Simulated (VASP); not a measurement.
**Ba: single point with PBE**

The system is Ba.

```xyz
1
Lattice="4.5272 0.0000 0.0000 -2.2636 3.9207 0.0000 0.0000 0.0000 4.1091" Properties=species:S:1:pos:R:3 pbc="T T T"
Ba    0.0000    0.0000    0.0000
```

This cell differs from its parent crystal: strain +0.050 along x and y, +0.050 along z.

| Item | Value |
| --- | --- |
| Program | VASP 6.6.1 |
| Task | single point |
| Functional | PBE |
| Potentials or basis | VASP PAW PBE potentials, release 64 (Ba_sv) |
| Cutoff | 520 eV |
| k mesh | 15 × 15 × 12 |
| Occupations | gaussian, width 0.15 eV |
| Spin | no spin polarisation |

```yaml
Pressure: -0.9 GPa
Band_gap_on_the_k_mesh: zero (bands 5 and 6 overlap by 0.30 eV)
```

Stress tensor (GPa, compression positive):
```
-1.14  0.00  0.00
 0.00 -1.14  0.00
 0.00  0.00 -0.48
```

Levels at points of the mesh, in eV from the Fermi level:
```
           k point  band 1  band 2  band 3  band 4  band 5  band 6  band 7  band 8  band 9  band 10
(0.00, 0.00, 0.00)  -29.34  -14.34  -14.34  -14.26   -2.63    0.16    1.53    1.53    4.16     4.16
(0.00, 0.00, 0.50)  -29.30  -14.76  -14.29  -14.29   -0.88    0.44    2.03    2.03    2.29     2.29
```

It took 2.8 min on 1 thread of Intel Xeon 8259CL (shared host), peak memory 0.31 GiB.

Caveat: the cell differs from its parent crystal (strain +0.050 along x and y, +0.050 along z); spin-orbit coupling is left out, which moves the levels of the heavy elements.
